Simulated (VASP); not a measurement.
The system is LiF.

```xyz
2
Lattice="0.0000 1.9749 1.9749 1.9749 0.0000 1.9749 1.9749 1.9749 0.0000" Properties=species:S:1:pos:R:3 pbc="T T T"
Li    0.0000    0.0000    0.0000
F     1.9749    1.9749    1.9749
```

This cell differs from its parent crystal: strain -1.0%.

Base run:

- Program: VASP 6.6.1
- Functional: PBE
- Potentials or basis: VASP PAW PBE potentials, release 64 (Li_sv, F)
- Cutoff: 520 eV
- k mesh: 10 × 10 × 10
- Occupations: fermi-dirac, width 0.02 eV
- Spin: no spin polarisation

Its results: band gap on the k mesh 9.63 eV, direct.

Task: The run is repeated on the same cell with these changes: functional from PBE to r2SCAN; occupations from fermi-dirac, width 0.02 eV to gaussian, width 0.01 eV. What comes out?

Result: Band gap on the k mesh 10.85 eV, direct.

A k mesh can miss the band edges.
